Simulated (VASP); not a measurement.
# H2Os (P4/mmm) in VASP: further runs

H2Os is run at these levels: PBE; tasks: single point, relaxation of cell and atoms.

All numbers are computed with VASP 6.6.1; they aren't measurements. Logs are shortened: lines on timing, memory, paths and dates and some standing lists are left out, and cuts for length are marked.

## 1. The cell of the first run

It takes space group P4/mmm (No. 123, tetragonal). The conventional cell has a = 2.583 Å, b = 2.583 Å, c = 3.471 Å, α = 90.00°, β = 90.00°, γ = 90.00°. H (site symmetry 4/mmm) has 4 H at 1.83 Å within 2.4 Å. H (site symmetry 4/mmm) has 2 Os at 1.74 Å and 4 H at 1.83 Å within 2.3 Å. Os (site symmetry 4/mmm) has 2 H at 1.74 Å within 2.3 Å.

The cell was generated, and may not be a known phase.

## 2. Single point, PBE

Contents of INCAR:

```
SYSTEM = H2Os
PREC = Accurate ; ENCUT = 520
EDIFF = 1E-6 ; ISMEAR = 0
SIGMA = 0.1 ; LREAL = .False.
LASPH = .True. ; NELM = 100
ALGO = Normal ; ISIF = 2
LWAVE = .False. ; LCHARG = .False.
GGA = PE ; NBANDS = 12
```

Contents of KPOINTS:

```
Automatic mesh
0
Gamma
  18 18 14
  0 0 0
```

Contents of POSCAR:

```
H2Os
1.0
    2.5825615214      0.0000000000      0.0000000000
    0.0000000000      2.5825615214      0.0000000000
    0.0000000000      0.0000000000      3.4710081415
H Os
2 1
Direct
    0.5000000000      0.5000000000      0.5000000000
    0.0000000000      0.0000000000      0.5000000000
    0.0000000000      0.0000000000      0.0000000000
```

Potentials or basis: VASP PAW PBE potentials, release 64 (H, Os).

On the command line:

```
> cat potpaw_PBE.64/H/POTCAR potpaw_PBE.64/Os/POTCAR > POTCAR
> mpirun -np 1 vasp_std > vasp.out
```

OUTCAR:

```text
SYSTEM = H2Os
   PREC = Accurate
   ENCUT = 520
   EDIFF = 1E-6
   ISMEAR = 0
   LREAL = .False.
   LASPH = .True.
   NELM = 100
   ISIF = 2
   GGA = PE

 ion  position               nearest neighbor table
   1  0.500  0.500  0.500-
   2  0.000  0.000  0.500-   3 1.74   3 1.74
   3  0.000  0.000  0.000-   2 1.74   2 1.74

  LATTYP: Found a simple tetragonal cell.
 ALAT       =     2.5825615214
 C/A-ratio  =     1.3440176014

  Lattice vectors:

 A1 = (   2.5825615214,   0.0000000000,   0.0000000000)
 A2 = (   0.0000000000,   2.5825615214,   0.0000000000)
 A3 = (   0.0000000000,   0.0000000000,   3.4710081415)

Analysis of symmetry for initial positions (statically):
=====================================================================
 Subroutine PRICEL returns:
 Original cell was already a primitive cell.

 Routine SETGRP: Setting up the symmetry group for a
 simple tetragonal supercell.

 Subroutine GETGRP returns: Found 16 space group operations
 (whereof 16 operations were pure point group operations)
 out of a pool of 16 trial point group operations.

The static configuration has the point symmetry D_4h.

Analysis of symmetry for dynamics (positions and initial velocities):
=====================================================================
 Subroutine PRICEL returns:
 Original cell was already a primitive cell.

 Routine SETGRP: Setting up the symmetry group for a
 simple tetragonal supercell.

 Subroutine GETGRP returns: Found 16 space group operations
 (whereof 16 operations were pure point group operations)
 out of a pool of 16 trial point group operations.

The dynamic configuration has the point symmetry D_4h.

 Subroutine INISYM returns: Found 16 space group operations
 (whereof 16 operations are pure point group operations),
 and found     1 'primitive' translations

----------------------------------------------------------------------------------------

                                     Primitive cell

  volume of cell :      23.1503

  direct lattice vectors                    reciprocal lattice vectors
     2.582561521  0.000000000  0.000000000     0.387212460  0.000000000  0.000000000
     0.000000000  2.582561521  0.000000000     0.000000000  0.387212460  0.000000000
     0.000000000  0.000000000  3.471008142     0.000000000  0.000000000  0.288100736

  length of vectors
     2.582561521  2.582561521  3.471008142     0.387212460  0.387212460  0.288100736

  position of ions in fractional coordinates (direct lattice)
     0.500000000  0.500000000  0.500000000
     0.000000000  0.000000000  0.500000000
     0.000000000  0.000000000  0.000000000

  ion indices of the primitive-cell ions
   primitive index   ion index
                 1           1
                 2           2
                 3           3

----------------------------------------------------------------------------------------

 KPOINTS: Automatic mesh

Automatic generation of k-mesh.
 Grid dimensions read from file:
 generate k-points for:   18   18   14

 Generating k-lattice:

  Cartesian coordinates                     Fractional coordinates (reciprocal lattice)
     0.021511803  0.000000000  0.000000000     0.055555556  0.000000000  0.000000000
     0.000000000  0.021511803  0.000000000     0.000000000  0.055555556  0.000000000
     0.000000000  0.000000000  0.020578624     0.000000000  0.000000000  0.071428571

  Length of vectors
     0.021511803  0.021511803  0.020578624

  Shift w.r.t. Gamma in fractional coordinates (k-lattice)
     0.000000000  0.000000000  0.000000000

 Subroutine IBZKPT returns following result:
 ===========================================

 Found    440 irreducible k-points:

 Following reciprocal coordinates:
            Coordinates               Weight
  0.000000  0.000000  0.000000      1.000000
  0.055556  0.000000  0.000000      4.000000
  0.111111  0.000000  0.000000      4.000000
  0.166667  0.000000  0.000000      4.000000
  0.222222  0.000000  0.000000      4.000000
  0.277778  0.000000  0.000000      4.000000
[... 16 lines left out ...]
  0.277778  0.111111  0.000000      8.000000
  0.333333  0.111111  0.000000      8.000000
 [... further k-points ...]
   k-points           NKPTS =    440   k-points in BZ     NKDIM =    440   number of bands    NBANDS=     12
   number of dos      NEDOS =    301   number of ions     NIONS =      3
   total plane-waves  NPLWV =  11200
   dimension x,y,z NGX =    20 NGY =   20 NGZ =   28
   dimension x,y,z NGXF=    40 NGYF=   40 NGZF=   56
   ions per type =               2   1
   NGX,Y,Z   is equivalent  to a cutoff of  12.87, 12.87, 13.41 a.u.
   NGXF,Y,Z  is equivalent  to a cutoff of  25.75, 25.75, 26.82 a.u.
 SYSTEM =  H2Os
   PREC   = accura    normal or accurate (medium, high low for compatibility)
   ISTART =      0    job   : 0-new  1-cont  2-samecut
   ICHARG =      2    charge: 1-file 2-atom 10-const
   ISPIN  =      1    spin polarized calculation?
   LNONCOLLINEAR =      F non collinear calculations
   LSORBIT =      F    spin-orbit coupling
   LASPH  =      T    aspherical Exc in radial PAW
   ENCUT  =  520.0 eV  38.22 Ry    6.18 a.u.   4.80  4.80  6.45*2*pi/ulx,y,z
   NELM   =    100;   NELMIN=  2; NELMDL= -5     # of ELM steps
   EDIFF  = 0.1E-05   stopping-criterion for ELM
   LREAL  =      F    real-space projection
   EDIFFG = 0.1E-04   stopping-criterion for IOM
   NSW    =      0    number of steps for IOM
   IBRION =     -1    ionic relax: 0-MD 1-quasi-New 2-CG
   NFREE  =      0    steps in history (QN), initial steepest desc. (CG)
   ISIF   =      2    stress and relaxation
   ISYM   =      2    0-nonsym 1-usesym 2-fastsym
   POTIM  = 0.5000    time-step for ionic-motion
   TEBEG  =    0.0;   TEEND  =   0.0 temperature during run
   PSTRESS=    0.0 pullay stress
   NELECT =      10.0000    total number of electrons
   NUPDOWN=      -1.0000    fix difference up-down
   EMIN   =  10.00;   EMAX   =-10.00  energy-range for DOS
   EFERMI =   0.00;   METHOD = LEGACY
   ISMEAR =     0;   SIGMA  =   0.10  broadening in eV -4-tet -1-fermi 0-gaus
   EFERMI_NEDOS =   21; number of points for ismear=-14 and -15
   IALGO  =     38    algorithm
   IMIX   =      4    mixing-type and parameters
     AMIX     =   0.40;   BMIX     =  1.00
     AMIX_MAG =   1.60;   BMIX_MAG =  1.00
  volume/ion in A,a.u.               =       7.72        52.08
  Fermi-wavevector in a.u.,A,eV,Ry     =   1.237530  2.338593 20.837067  1.531481
  Thomas-Fermi vector in A             =   2.372094
   LORBIT       =      0    0 simple, 1 ext, 2 COOP (PROOUT), +10 PAW based schemes
   GGA     = PE    functional components
   LHFCALC =     F    Hartree Fock is set to
   AEXX    =    0.0000 exact exchange contribution
   IVDW    =     0    specifies the selected vdW correction
   LEPSILON=     F    determine dielectric tensor
   LRPA    =     F    only Hartree local field effects (RPA)
 non-spin polarized calculation
 Gauss-broadening in eV      SIGMA  =   0.10
  energy-cutoff  :      520.00
  volume of cell :       23.15
 maximum number of plane-waves:       646
 NGX is ok and might be reduce to    20
   NGX =  9   NGY =  9   NGZ = 13

 number of electron      10.0000001 magnetization

 Free energy of the ion-electron system (eV)
  ---------------------------------------------------
  ext. energy  EPLUGINS =         0.00000000
  ---------------------------------------------------
  free energy    TOTEN  =       -14.47870746 eV

  energy without entropy =      -14.46826209  energy(sigma->0) =      -14.47348478

 E-fermi :   5.7688     XC(G=0): -12.2544

 val. band max:        5.7681402429   @ k =   0.4444   0.3333   0.1429
 cond. band min:       5.7763830181   @ k =   0.2778   0.1111   0.3571
 fundamental gap:      0.0082427752
 Fermi energy:         5.7687812154

 k-point     1 :       0.0000    0.0000    0.0000
  band No.  band energies     occupation
      1      -6.2432      2.00000
      2      -0.9109      2.00000
      3       0.4107      2.00000
      4       6.4133      0.00000
      5       6.4133      0.00000
      6       8.0791      0.00000
      7       9.9115      0.00000
      8      10.4604      0.00000
      9      17.7988      0.00000
     10      19.4144      0.00000
     11      19.4144      0.00000
     12      25.6070      0.00000

 k-point     2 :       0.0556    0.0000    0.0000
  band No.  band energies     occupation
      1      -6.1725      2.00000
      2      -0.8376      2.00000
      3       0.4908      2.00000
      4       6.1441      0.00000
      5       6.4265      0.00000
      6       7.9580      0.00000
      7       9.7647      0.00000
      8      10.7539      0.00000
      9      17.5568      0.00000
     10      19.5098      0.00000
     11      19.5586      0.00000
     12      25.8657      0.00000

 k-point     3 :       0.1111    0.0000    0.0000
  band No.  band energies     occupation
      1      -5.9642      2.00000
      2      -0.6459      2.00000
      3       0.7412      2.00000
      4       5.5107      1.99974
      5       6.4646      0.00000
      6       7.6252      0.00000
      7       9.3508      0.00000
      8      11.4629      0.00000
      9      17.0567      0.00000
     10      19.6953      0.00000
     11      19.9638      0.00000
     12      25.8165      0.00000
[... 286 lines left out ...]
 k-point    23 :       0.2778    0.1111    0.0000
  band No.  band energies     occupation
      1      -4.4033      2.00000
      2       0.4273      2.00000
      3       2.2203      2.00000
      4       3.4395      2.00000
      5       5.7063      1.62320
      6       6.0122      0.00058
      7       8.0490      0.00000
      8      15.0787      0.00000
      9      15.6966      0.00000
     10      18.0737      0.00000
     11      22.7309      0.00000
     12      24.6305      0.00000

 k-point    24 :       0.3333    0.1111    0.0000
  band No.  band energies     occupation
      1      -3.8160      2.00000
      2       0.5954      2.00000
      3       2.1435      2.00000
      4       2.9111      2.00000
      5       5.4113      2.00000
      6       6.1039      0.00000
      7       8.4260      0.00000
      8      15.2609      0.00000
      9      15.9946      0.00000
     10      18.4242      0.00000
     11      21.8876      0.00000
     12      24.1972      0.00000

 [... further k-points ...]

------------------------ aborting loop because EDIFF is reached ----------------------------------------

  FORCE on cell =-STRESS in cart. coord.  units (eV):
  Direction    XX          YY          ZZ          XY          YZ          ZX
  --------------------------------------------------------------------------------------
  -------------------------------------------------------------------------------------
  Total       -0.0045783     -0.0045783      0.1704175      0.0000000     -0.0000000     -0.0000000
  in kB       -0.3168544     -0.3168544     11.7941780      0.0000000     -0.0000000     -0.0000000
  external PRESSURE =       3.7201564 kB  Pullay stress =       0.0000000 kB

 VOLUME and BASIS-vectors are now :
 -----------------------------------------------------------------------------
  energy-cutoff  :      520.00
  volume of cell :       23.15
      direct lattice vectors                 reciprocal lattice vectors
     2.582561521  0.000000000  0.000000000     0.387212460  0.000000000  0.000000000
     0.000000000  2.582561521  0.000000000     0.000000000  0.387212460  0.000000000
     0.000000000  0.000000000  3.471008142     0.000000000  0.000000000  0.288100736

 POSITION                                       TOTAL-FORCE (eV/Angst)
 -----------------------------------------------------------------------------------
      1.29128      1.29128      1.73550         0.000000      0.000000      0.000000
      0.00000      0.00000      1.73550         0.000000      0.000000      0.000000
      0.00000      0.00000      0.00000         0.000000      0.000000      0.000000
 -----------------------------------------------------------------------------------
    total drift:                               -0.000000      0.000000      0.000000

  FREE ENERGIE OF THE ION-ELECTRON SYSTEM (eV)
  ---------------------------------------------------
  free  energy   TOTEN  =       -14.4787074623 eV

  energy  without entropy=      -14.4682620887  energy(sigma->0) =      -14.47348478
```

It took 40 s on 1 thread of Intel Xeon 6975P-C (Granite Rapids), shared host; peak memory 0.24 GiB.

What came out:

```yaml
Free_energy: -14.4787 eV
Pressure: 0.4 GPa
Band_gap_on_the_k_mesh: zero (bands 5 and 6 overlap by 2.17 eV)
```

Stress tensor (GPa, compression positive):
```
-0.03  0.00  0.00
 0.00 -0.03  0.00
 0.00  0.00  1.18
```

Levels at points of the mesh, in eV from the Fermi level:
```
           k point  band 3  band 4  band 5  band 6  band 7  band 8
(0.00, 0.00, 0.00)   -5.36    0.64    0.64    2.31    4.14    4.69
(0.50, 0.00, 0.00)   -4.96   -3.69   -0.71    1.10    5.83    6.83
(0.50, 0.50, 0.00)   -2.60   -2.60    1.18    3.46    3.46    4.58
(0.00, 0.00, 0.50)   -5.26   -1.39    0.04    0.04    2.33    4.29
(0.50, 0.00, 0.50)   -4.37   -0.63   -0.46    0.66    1.42    2.28
(0.50, 0.50, 0.50)   -4.01   -1.96   -1.56    0.05    4.59    7.91
```

Caveat: spin-orbit coupling is left out, which moves the levels of the heavy elements.

## 3. Relaxation of cell and atoms, PBE

Contents of INCAR:

```
SYSTEM = H2Os
PREC = Accurate ; ENCUT = 600
EDIFF = 1E-6 ; ISMEAR = 0
SIGMA = 0.1 ; LREAL = .False.
LASPH = .True. ; NELM = 80
ALGO = Normal ; ISIF = 3
LWAVE = .False. ; LCHARG = .False.
GGA = PE ; IBRION = 2
NSW = 100 ; EDIFFG = -0.01
```

KPOINTS is that of step 2.

Contents of POSCAR:

```
H2Os
1.0
    2.5788927854      0.0000000000      0.0000000000
    0.0000000000      2.5788927854      0.0000000000
    0.0000000000      0.0000000000      3.4876062539
H Os
2 1
Direct
    0.5000000000      0.5000000000      0.5000000000
    0.0000000000      0.0000000000      0.5000000000
    0.0000000000      0.0000000000      0.0000000000
```

Potentials or basis: VASP PAW PBE potentials, release 64 (H, Os).

On the command line:

```
> cat potpaw_PBE.64/H/POTCAR potpaw_PBE.64/Os/POTCAR > POTCAR
> mpirun -np 1 vasp_std > vasp.out
```

OUTCAR:

```text
SYSTEM = H2Os
   PREC = Accurate
   ENCUT = 600
   EDIFF = 1E-6
   ISMEAR = 0
   LREAL = .False.
   LASPH = .True.
   NELM = 80
   ISIF = 3
   GGA = PE
   IBRION = 2
   NSW = 100
   EDIFFG = -0.01

 ion  position               nearest neighbor table
   1  0.500  0.500  0.500-
   2  0.000  0.000  0.500-   3 1.74   3 1.74
   3  0.000  0.000  0.000-   2 1.74   2 1.74

[... 533 lines left out ...]

  FORCE on cell =-STRESS in cart. coord.  units (eV):
  Direction    XX          YY          ZZ          XY          YZ          ZX
  --------------------------------------------------------------------------------------
  -------------------------------------------------------------------------------------
  Total       -0.0010918     -0.0010918     -0.0261964      0.0000000     -0.0000000      0.0000000
  in kB       -0.0753440     -0.0753440     -1.8077795      0.0000000     -0.0000000      0.0000000
  external PRESSURE =      -0.6528225 kB  Pullay stress =       0.0000000 kB

 VOLUME and BASIS-vectors are now :
 -----------------------------------------------------------------------------
  energy-cutoff  :      600.00
  volume of cell :       23.22
      direct lattice vectors                 reciprocal lattice vectors
     2.580392634  0.000000000  0.000000000     0.387537922  0.000000000  0.000000000
     0.000000000  2.580392634  0.000000000     0.000000000  0.387537922 -0.000000000
     0.000000000  0.000000000  3.486859325     0.000000000 -0.000000000  0.286791037

 POSITION                                       TOTAL-FORCE (eV/Angst)
 -----------------------------------------------------------------------------------
      1.29020      1.29020      1.74343         0.000000      0.000000      0.000000
      0.00000      0.00000      1.74343         0.000000     -0.000000      0.000000
      0.00000      0.00000      0.00000         0.000000     -0.000000      0.000000
 -----------------------------------------------------------------------------------
    total drift:                                0.000000      0.000000      0.000000

  FREE ENERGIE OF THE ION-ELECTRON SYSTEM (eV)
  ---------------------------------------------------
  free  energy   TOTEN  =       -14.4801489202 eV

  energy  without entropy=      -14.4696800054  energy(sigma->0) =      -14.47491446

 reached required accuracy - stopping structural energy minimisation
```

CONTCAR:

```text
H2Os
   1.00000000000000
     2.5803926340114058    0.0000000000000000    0.0000000000000000
     0.0000000000000000    2.5803926340114058    0.0000000000000000
     0.0000000000000000    0.0000000000000000    3.4868593246255433
  H               Os
     2     1
Direct
     0.5000000000000000    0.5000000000000000    0.5000000000000000
     0.0000000000000000    0.0000000000000000    0.5000000000000000
     0.0000000000000000    0.0000000000000000    0.0000000000000000

  0.00000000E+00  0.00000000E+00  0.00000000E+00
  0.00000000E+00  0.00000000E+00  0.00000000E+00
  0.00000000E+00  0.00000000E+00  0.00000000E+00
```

It took 38 s on 1 thread of Intel Xeon 6975P-C (Granite Rapids), shared host; peak memory 0.27 GiB.

What came out:

```
Free energy                           : -14.4801 eV
Relaxed volume                        : 7.74 Å³/atom
Relaxed cell                          : a = 2.580 Å, b = 2.580 Å, c = 3.487 Å, α = 90.00°, β = 90.00°, γ = 90.00°
Space group after relaxing (to 0.1 Å) : P4/mmm (No. 123)
Energy gained by relaxing             : 0.0 meV/atom
Ionic steps                           : 2
Pressure after relaxing               : -0.1 GPa
Band gap on the k mesh                : zero (bands 5 and 6 overlap by 2.16 eV)
```

Stress tensor (GPa, compression positive):
```
-0.01  0.00  0.00
 0.00 -0.01  0.00
 0.00  0.00 -0.18
```

Final structure:
```
H Os
1.0
     2.58039    0.00000    0.00000
     0.00000    2.58039    0.00000
     0.00000    0.00000    3.48686
H Os
2 1
Direct
  0.50000 0.50000 0.50000
  0.00000 0.00000 0.50000
  0.00000 0.00000 0.00000
```

Levels at points of the mesh, in eV from the Fermi level:
```
           k point  band 3  band 4  band 5  band 6  band 7  band 8
(0.00, 0.00, 0.00)   -5.37    0.65    0.65    2.32    4.13    4.59
(0.50, 0.00, 0.00)   -4.96   -3.72   -0.71    1.11    5.82    6.75
(0.50, 0.50, 0.00)   -2.62   -2.62    1.15    3.49    3.49    4.59
(0.00, 0.00, 0.50)   -5.27   -1.44    0.07    0.07    2.34    4.34
(0.50, 0.00, 0.50)   -4.36   -0.63   -0.49    0.68    1.41    2.24
(0.50, 0.50, 0.50)   -3.99   -1.93   -1.54    0.03    4.60    7.90
```

Caveat: spin-orbit coupling is left out, which moves the levels of the heavy elements.
